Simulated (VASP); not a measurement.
# TePb (I4/mmm) in VASP: notebook

The runs below take TePb through single point, with PBE, r2SCAN.

All numbers are computed with VASP 6.6.1; they aren't measurements. Logs are shortened: lines on timing, memory, paths and dates and some standing lists are left out, and cuts for length are marked.

### 1 The cell of the first run

Symmetry: I4/mmm, No. 139, tetragonal system. Conventional cell: a = 4.621 Å, b = 4.621 Å, c = 6.177 Å, α = 90.00°, β = 90.00°, γ = 90.00°. Within 4.1 Å of Pb (site symmetry 4/mmm) lie 6 Te at 3.09 to 3.27 Å. Te (site symmetry 4/mmm) has 6 Pb at 3.09 to 3.27 Å within 4.1 Å.

### 2 Single point, PBE (uniaxial x strain -5.5%)

Input file INCAR:

```
SYSTEM = TePb
PREC     = Accurate       ! precision mode
ENCUT    = 520            ! plane-wave cutoff, eV
EDIFF    = 1E-6           ! SCF threshold, eV
ISMEAR   = -1             ! smearing method
SIGMA    = 0.02           ! smearing width, eV
LREAL    = .FALSE.        ! projectors in reciprocal space
LASPH    = .TRUE.         ! aspherical terms in the spheres
NELM     = 60             ! most SCF steps
ALGO     = Normal         ! electronic algorithm
ISIF     = 2              ! what is computed and relaxed
LWAVE    = .FALSE.        ! write WAVECAR
LCHARG   = .FALSE.        ! write CHGCAR
GGA      = PE             ! functional
NBANDS   = 17             ! bands
```

Input file KPOINTS:

```
regular mesh
0
G
  8 8 8
  0 0 0
```

Input file POSCAR:

```
TePb
1.0
    0.0000000000      3.2678368411      3.2678368411
    3.0884325985      0.0000000000      3.2678368411
    3.0884325985      3.2678368411      0.0000000000
Pb Te
1 1
Direct
    0.0000000000      0.0000000000      0.0000000000
    0.5000000000      0.5000000000      0.5000000000
```

Potentials or basis: VASP PAW PBE potentials, release 64 (Pb_d, Te).

Launch:

```sh
cat potpaw_PBE.64/Pb_d/POTCAR potpaw_PBE.64/Te/POTCAR > POTCAR
mpirun -np 1 vasp_std > vasp.out
```

OUTCAR:

```text
SYSTEM = TePb
   PREC = Accurate
   ENCUT = 520
   EDIFF = 1E-6
   ISMEAR = -1
   LREAL = .FALSE.
   LASPH = .TRUE.
   NELM = 60
   ISIF = 2
   GGA = PE

 ion  position               nearest neighbor table
   1  0.000  0.000  0.000-   2 3.09   2 3.09   2 3.27   2 3.27   2 3.27   2 3.27
   2  0.500  0.500  0.500-   1 3.09   1 3.09   1 3.27   1 3.27   1 3.27   1 3.27

  LATTYP: Found a body centered tetragonal cell.
 ALAT       =     4.6214191803
 C/A-ratio  =     1.3365732378

  Lattice vectors:

 A1 = (  -3.0884325985,   0.0000000000,  -3.2678368411)
 A2 = (  -3.0884325985,   0.0000000000,   3.2678368411)
 A3 = (   3.0884325985,   3.2678368411,   0.0000000000)

Analysis of symmetry for initial positions (statically):
=====================================================================
 Subroutine PRICEL returns:
 Original cell was already a primitive cell.

 Routine SETGRP: Setting up the symmetry group for a
 body centered tetragonal supercell.

 Subroutine GETGRP returns: Found 16 space group operations
 (whereof 16 operations were pure point group operations)
 out of a pool of 16 trial point group operations.

The static configuration has the point symmetry D_4h.

Analysis of symmetry for dynamics (positions and initial velocities):
=====================================================================
 Subroutine PRICEL returns:
 Original cell was already a primitive cell.

 Routine SETGRP: Setting up the symmetry group for a
 body centered tetragonal supercell.

 Subroutine GETGRP returns: Found 16 space group operations
 (whereof 16 operations were pure point group operations)
 out of a pool of 16 trial point group operations.

The dynamic configuration has the point symmetry D_4h.

 Subroutine INISYM returns: Found 16 space group operations
 (whereof 16 operations are pure point group operations),
 and found     1 'primitive' translations

----------------------------------------------------------------------------------------

                                     Primitive cell

  volume of cell :      65.9612

  direct lattice vectors                    reciprocal lattice vectors
     0.000000000  3.267836841  3.267836841    -0.161894419  0.153006415  0.153006415
     3.088432598  0.000000000  3.267836841     0.161894419 -0.153006415  0.153006415
     3.088432598  3.267836841  0.000000000     0.161894419  0.153006415 -0.153006415

  length of vectors
     4.621419180  4.496351136  4.496351136     0.270243832  0.270243832  0.270243832

  position of ions in fractional coordinates (direct lattice)
     0.000000000  0.000000000  0.000000000
     0.500000000  0.500000000  0.500000000

  ion indices of the primitive-cell ions
   primitive index   ion index
                 1           1
                 2           2

----------------------------------------------------------------------------------------

 KPOINTS: regular mesh

Automatic generation of k-mesh.
 Grid dimensions read from file:
 generate k-points for:    8    8    8

 Generating k-lattice:

  Cartesian coordinates                     Fractional coordinates (reciprocal lattice)
    -0.020236802  0.019125802  0.019125802     0.125000000  0.000000000  0.000000000
     0.020236802 -0.019125802  0.019125802     0.000000000  0.125000000  0.000000000
     0.020236802  0.019125802 -0.019125802     0.000000000  0.000000000  0.125000000

  Length of vectors
     0.033780479  0.033780479  0.033780479

  Shift w.r.t. Gamma in fractional coordinates (k-lattice)
     0.000000000  0.000000000  0.000000000

 Subroutine IBZKPT returns following result:
 ===========================================

 Found     59 irreducible k-points:

 Following reciprocal coordinates:
            Coordinates               Weight
  0.000000  0.000000  0.000000      1.000000
  0.125000  0.000000  0.000000      8.000000
  0.250000  0.000000  0.000000      8.000000
  0.375000  0.000000  0.000000      8.000000
  0.500000  0.000000  0.000000      4.000000
  0.125000  0.125000  0.000000      4.000000
[... 16 lines left out ...]
  0.250000  0.125000  0.125000      4.000000
  0.375000  0.125000  0.125000      8.000000
 [... further k-points ...]
   k-points           NKPTS =     59   k-points in BZ     NKDIM =     59   number of bands    NBANDS=     17
   number of dos      NEDOS =    301   number of ions     NIONS =      2
   total plane-waves  NPLWV =  46656
   dimension x,y,z NGX =    36 NGY =   36 NGZ =   36
   dimension x,y,z NGXF=    72 NGYF=   72 NGZF=   72
   ions per type =               1   1
   NGX,Y,Z   is equivalent  to a cutoff of  12.95, 13.31, 13.31 a.u.
   NGXF,Y,Z  is equivalent  to a cutoff of  25.90, 26.62, 26.62 a.u.
 SYSTEM =  TePb
   PREC   = accura    normal or accurate (medium, high low for compatibility)
   ISTART =      0    job   : 0-new  1-cont  2-samecut
   ICHARG =      2    charge: 1-file 2-atom 10-const
   ISPIN  =      1    spin polarized calculation?
   LNONCOLLINEAR =      F non collinear calculations
   LSORBIT =      F    spin-orbit coupling
   LASPH  =      T    aspherical Exc in radial PAW
   ENCUT  =  520.0 eV  38.22 Ry    6.18 a.u.   8.59  8.36  8.36*2*pi/ulx,y,z
   NELM   =     60;   NELMIN=  2; NELMDL= -5     # of ELM steps
   EDIFF  = 0.1E-05   stopping-criterion for ELM
   LREAL  =      F    real-space projection
   EDIFFG = 0.1E-04   stopping-criterion for IOM
   NSW    =      0    number of steps for IOM
   IBRION =     -1    ionic relax: 0-MD 1-quasi-New 2-CG
   NFREE  =      0    steps in history (QN), initial steepest desc. (CG)
   ISIF   =      2    stress and relaxation
   ISYM   =      2    0-nonsym 1-usesym 2-fastsym
   POTIM  = 0.5000    time-step for ionic-motion
   TEBEG  =    0.0;   TEEND  =   0.0 temperature during run
   PSTRESS=    0.0 pullay stress
   NELECT =      20.0000    total number of electrons
   NUPDOWN=      -1.0000    fix difference up-down
   EMIN   =  10.00;   EMAX   =-10.00  energy-range for DOS
   EFERMI =   0.00;   METHOD = LEGACY
   ISMEAR =    -1;   SIGMA  =   0.02  broadening in eV -4-tet -1-fermi 0-gaus
   EFERMI_NEDOS =   21; number of points for ismear=-14 and -15
   IALGO  =     38    algorithm
   IMIX   =      4    mixing-type and parameters
     AMIX     =   0.40;   BMIX     =  1.00
     AMIX_MAG =   1.60;   BMIX_MAG =  1.00
  volume/ion in A,a.u.               =      32.98       222.56
  Fermi-wavevector in a.u.,A,eV,Ry     =   1.099821  2.078360 16.457682  1.209606
  Thomas-Fermi vector in A             =   2.236222
   LORBIT       =      0    0 simple, 1 ext, 2 COOP (PROOUT), +10 PAW based schemes
   GGA     = PE    functional components
   LHFCALC =     F    Hartree Fock is set to
   AEXX    =    0.0000 exact exchange contribution
   IVDW    =     0    specifies the selected vdW correction
   LEPSILON=     F    determine dielectric tensor
   LRPA    =     F    only Hartree local field effects (RPA)
 non-spin polarized calculation
  energy-cutoff  :      520.00
  volume of cell :       65.96
 maximum number of plane-waves:      1793
 NGX is ok and might be reduce to    36
   NGX = 17   NGY = 17   NGZ = 17

 number of electron      20.0000001 magnetization

 Free energy of the ion-electron system (eV)
  ---------------------------------------------------
  ext. energy  EPLUGINS =         0.00000000
  ---------------------------------------------------
  free energy    TOTEN  =        -7.41260151 eV

  energy without entropy =       -7.41260149  energy(sigma->0) =       -7.41260150

 E-fermi :   6.2913     XC(G=0):  -9.3970

 val. band max:        6.0341583264   @ k =   0.5000   0.0000   0.0000
 cond. band min:       6.5483769679   @ k =   0.5000   0.0000   0.0000
 fundamental gap:      0.5142186415
 Fermi energy:         6.2913050520

 k-point     1 :       0.0000    0.0000    0.0000
  band No.  band energies     occupation
      1     -10.8519      2.00000
      2     -10.8397      2.00000
      3     -10.8378      2.00000
      4     -10.8263      2.00000
      5     -10.8263      2.00000
      6      -6.3049      2.00000
[... 9 lines left out ...]
     16      11.9005      0.00000
     17      13.1315      0.00000

 k-point     2 :       0.1250    0.0000    0.0000
  band No.  band energies     occupation
      1     -10.8530      2.00000
      2     -10.8409      2.00000
      3     -10.8381      2.00000
      4     -10.8248      2.00000
      5     -10.8238      2.00000
      6      -6.1667      2.00000
[... 9 lines left out ...]
     16      12.0629      0.00000
     17      14.0328      0.00000

 k-point     3 :       0.2500    0.0000    0.0000
  band No.  band energies     occupation
      1     -10.8568      2.00000
      2     -10.8479      2.00000
      3     -10.8360      2.00000
      4     -10.8203      2.00000
      5     -10.8168      2.00000
      6      -5.7681      2.00000
[... 9 lines left out ...]
     16      12.7985      0.00000
     17      15.8432      0.00000

 k-point     4 :       0.3750    0.0000    0.0000
  band No.  band energies     occupation
      1     -10.8614      2.00000
      2     -10.8551      2.00000
      3     -10.8345      2.00000
      4     -10.8151      2.00000
      5     -10.8089      2.00000
      6      -5.1900      2.00000
[... 9 lines left out ...]
     16      14.1056      0.00000
     17      16.5849      0.00000
[... 343 lines left out ...]
      1     -10.8496      2.00000
      2     -10.8438      2.00000
      3     -10.8416      2.00000
      4     -10.8221      2.00000
      5     -10.8221      2.00000
      6      -6.0988      2.00000
[... 9 lines left out ...]
     16      12.5131      0.00000
     17      13.3244      0.00000

 k-point    23 :       0.2500    0.1250    0.1250
  band No.  band energies     occupation
      1     -10.8566      2.00000
      2     -10.8453      2.00000
      3     -10.8333      2.00000
      4     -10.8244      2.00000
      5     -10.8214      2.00000
      6      -5.9620      2.00000
[... 9 lines left out ...]
     16      13.2671      0.00000
     17      15.1763      0.00000

 k-point    24 :       0.3750    0.1250    0.1250
  band No.  band energies     occupation
      1     -10.8596      2.00000
      2     -10.8543      2.00000
      3     -10.8312      2.00000
      4     -10.8201      2.00000
      5     -10.8150      2.00000
      6      -5.5157      2.00000
[... 9 lines left out ...]
     16      14.5593      0.00000
     17      16.2063      0.00000

 [... further k-points ...]

------------------------ aborting loop because EDIFF is reached ----------------------------------------

  FORCE on cell =-STRESS in cart. coord.  units (eV):
  Direction    XX          YY          ZZ          XY          YZ          ZX
  --------------------------------------------------------------------------------------
  -------------------------------------------------------------------------------------
  Total        3.8463785      0.3582741      0.3582741     -0.0000000      0.0000000     -0.0000000
  in kB       93.4272889      8.7023609      8.7023609     -0.0000000      0.0000000     -0.0000000
  external PRESSURE =      36.9440036 kB  Pullay stress =       0.0000000 kB

 VOLUME and BASIS-vectors are now :
 -----------------------------------------------------------------------------
  energy-cutoff  :      520.00
  volume of cell :       65.96
      direct lattice vectors                 reciprocal lattice vectors
     0.000000000  3.267836841  3.267836841    -0.161894419  0.153006415  0.153006415
     3.088432598  0.000000000  3.267836841     0.161894419 -0.153006415  0.153006415
     3.088432598  3.267836841  0.000000000     0.161894419  0.153006415 -0.153006415

 POSITION                                       TOTAL-FORCE (eV/Angst)
 -----------------------------------------------------------------------------------
      0.00000      0.00000      0.00000         0.000000      0.000000      0.000000
      3.08843      3.26784      3.26784         0.000000     -0.000000     -0.000000
 -----------------------------------------------------------------------------------
    total drift:                               -0.000000      0.000000      0.000000

  FREE ENERGIE OF THE ION-ELECTRON SYSTEM (eV)
  ---------------------------------------------------
  free  energy   TOTEN  =        -7.4126015134 eV

  energy  without entropy=       -7.4126014907  energy(sigma->0) =       -7.41260150
```

Wall time 2.3 min (1 thread of AMD EPYC 7R13, shared host); peak memory 0.21 GiB.

What came out:

```
Free energy            : -7.4126 eV
Pressure               : 3.7 GPa
Band gap on the k mesh : 0.51 eV
```

Caveat: the cell differs from its parent crystal (uniaxial x strain -5.5%); the stress differs along the axes, from 1 to 9 GPa; the structure was generated, so it needn't be the stable form of TePb; spin-orbit coupling is left out, which moves the levels of the heavy elements.

### 3 Single point, r2SCAN (uniaxial x strain -5.5%)

POSCAR is that of step 2.

Input file INCAR.step1:

```
ALGO = Normal ; EDIFF = 1E-4
ENCUT = 520 ; GGA = PE
ISMEAR = 0 ; LASPH = True
LCHARG = False ; LREAL = False
LWAVE = True ; NBANDS = 17
NELM = 100 ; PREC = Accurate
SIGMA = 0.01
```

Input file INCAR.step2:

```
ALGO = Normal ; EDIFF = 1E-6
ENCUT = 520 ; ISIF = 2
ISMEAR = 0 ; ISTART = 1
LASPH = True ; LCHARG = False
LMIXTAU = True ; LREAL = False
LWAVE = False ; METAGGA = R2SCAN
NBANDS = 17 ; NELM = 100
PREC = Accurate ; SIGMA = 0.01
```

Input file KPOINTS:

```
k-points
0
Gamma
  8 8 8
```

Potentials or basis: VASP PAW PBE potentials, release 64 (Pb_d, Te).

Launch:

```sh
cat potpaw_PBE.64/Pb_d/POTCAR potpaw_PBE.64/Te/POTCAR > POTCAR
cp INCAR.step1 INCAR
mpirun -np 1 vasp_std > vasp.out
cp INCAR.step2 INCAR
mpirun -np 1 vasp_std > vasp.out
```

OUTCAR:

```text
EDIFF = 1E-6
   ENCUT = 520
   ISIF = 2
   ISMEAR = 0
   ISTART = 1
   LASPH = True
   LREAL = False
   METAGGA = R2SCAN
   NELM = 100
   PREC = Accurate

 ion  position               nearest neighbor table
   1  0.000  0.000  0.000-   2 3.09   2 3.09   2 3.27   2 3.27   2 3.27   2 3.27
   2  0.500  0.500  0.500-   1 3.09   1 3.09   1 3.27   1 3.27   1 3.27   1 3.27

  LATTYP: Found a body centered tetragonal cell.
 ALAT       =     4.6214191803
 C/A-ratio  =     1.3365732378

  Lattice vectors:

 A1 = (  -3.0884325985,   0.0000000000,  -3.2678368411)
 A2 = (  -3.0884325985,   0.0000000000,   3.2678368411)
 A3 = (   3.0884325985,   3.2678368411,   0.0000000000)

Analysis of symmetry for initial positions (statically):
=====================================================================
 Subroutine PRICEL returns:
 Original cell was already a primitive cell.

 Routine SETGRP: Setting up the symmetry group for a
 body centered tetragonal supercell.

 Subroutine GETGRP returns: Found 16 space group operations
 (whereof 16 operations were pure point group operations)
 out of a pool of 16 trial point group operations.

The static configuration has the point symmetry D_4h.

Analysis of symmetry for dynamics (positions and initial velocities):
=====================================================================
 Subroutine PRICEL returns:
 Original cell was already a primitive cell.

 Routine SETGRP: Setting up the symmetry group for a
 body centered tetragonal supercell.

 Subroutine GETGRP returns: Found 16 space group operations
 (whereof 16 operations were pure point group operations)
 out of a pool of 16 trial point group operations.

The dynamic configuration has the point symmetry D_4h.

 Subroutine INISYM returns: Found 16 space group operations
 (whereof 16 operations are pure point group operations),
 and found     1 'primitive' translations

----------------------------------------------------------------------------------------

[... 112 lines left out ...]
     AMIX_MAG =   1.60;   BMIX_MAG =  1.00
  volume/ion in A,a.u.               =      32.98       222.56
  Fermi-wavevector in a.u.,A,eV,Ry     =   1.099821  2.078360 16.457682  1.209606
  Thomas-Fermi vector in A             =   2.236222
   LORBIT       =      0    0 simple, 1 ext, 2 COOP (PROOUT), +10 PAW based schemes
   METAGGA = R2SCAN    functional components
   LHFCALC =     F    Hartree Fock is set to
   AEXX    =    0.0000 exact exchange contribution
   IVDW    =     0    specifies the selected vdW correction
   LEPSILON=     F    determine dielectric tensor
   LRPA    =     F    only Hartree local field effects (RPA)
 non-spin polarized calculation
 Gauss-broadening in eV      SIGMA  =   0.01
  energy-cutoff  :      520.00
  volume of cell :       65.96
 maximum number of plane-waves:      1793
 NGX is ok and might be reduce to    36
   NGX = 17   NGY = 17   NGZ = 17

 number of electron      20.0000001 magnetization

 Free energy of the ion-electron system (eV)
  ---------------------------------------------------
  ext. energy  EPLUGINS =         0.00000000
  ---------------------------------------------------
  free energy    TOTEN  =       -82.60998970 eV

  energy without entropy =      -82.60998970  energy(sigma->0) =      -82.60998970

 E-fermi :   6.0164     XC(G=0):  -9.9198

 val. band max:        5.9385541251   @ k =   0.5000   0.0000   0.0000
 cond. band min:       6.7048543454   @ k =   0.5000   0.0000   0.0000
 fundamental gap:      0.7663002203
 Fermi energy:         6.0164103215

 k-point     1 :       0.0000    0.0000    0.0000
  band No.  band energies     occupation
      1     -11.6137      2.00000
      2     -11.5997      2.00000
      3     -11.5990      2.00000
      4     -11.5840      2.00000
      5     -11.5840      2.00000
      6      -6.9213      2.00000
[... 457 lines left out ...]
      4     -11.5778      2.00000
      5     -11.5726      2.00000
      6      -6.0907      2.00000
[... 9 lines left out ...]
     16      14.9325      0.00000
     17      16.6614      0.00000

 [... further k-points ...]

------------------------ aborting loop because EDIFF is reached ----------------------------------------

  FORCE on cell =-STRESS in cart. coord.  units (eV):
  Direction    XX          YY          ZZ          XY          YZ          ZX
  --------------------------------------------------------------------------------------
  -------------------------------------------------------------------------------------
  Total        3.6972293      0.1223517      0.1223517     -0.0000000      0.0000000     -0.0000000
  in kB       89.8045027      2.9718836      2.9718836     -0.0000000      0.0000000     -0.0000000
  external PRESSURE =      31.9160899 kB  Pullay stress =       0.0000000 kB

 VOLUME and BASIS-vectors are now :
 -----------------------------------------------------------------------------
  energy-cutoff  :      520.00
  volume of cell :       65.96
      direct lattice vectors                 reciprocal lattice vectors
     0.000000000  3.267836841  3.267836841    -0.161894419  0.153006415  0.153006415
     3.088432598  0.000000000  3.267836841     0.161894419 -0.153006415  0.153006415
     3.088432598  3.267836841  0.000000000     0.161894419  0.153006415 -0.153006415

 POSITION                                       TOTAL-FORCE (eV/Angst)
 -----------------------------------------------------------------------------------
      0.00000      0.00000      0.00000        -0.000000     -0.000000      0.000000
      3.08843      3.26784      3.26784         0.000000      0.000000     -0.000000
 -----------------------------------------------------------------------------------
    total drift:                               -0.000000      0.000000      0.000000

  FREE ENERGIE OF THE ION-ELECTRON SYSTEM (eV)
  ---------------------------------------------------
  free  energy   TOTEN  =       -82.6099896968 eV

  energy  without entropy=      -82.6099896968  energy(sigma->0) =      -82.60998970
```

Run time: 9.2 min. Hardware: 1 thread of AMD EPYC 7R13, shared host; peak memory 0.23 GiB.

Results:

```yaml
Free_energy: -82.6100 eV
Pressure: 3.2 GPa
Band_gap_on_the_k_mesh: 0.77 eV
```

Stress tensor (GPa, compression positive):
```
8.98 0.00 0.00
0.00 0.30 0.00
0.00 0.00 0.30
```

Caveat: the cell differs from its parent crystal (uniaxial x strain -5.5%); the stress differs along the axes, from 0 to 9 GPa; the structure was generated, so it needn't be the stable form of TePb; the PAW data sets were made with another functional, which shifts forces and pressure a little; spin-orbit coupling is left out, which moves the levels of the heavy elements. A k mesh can miss the band edges.
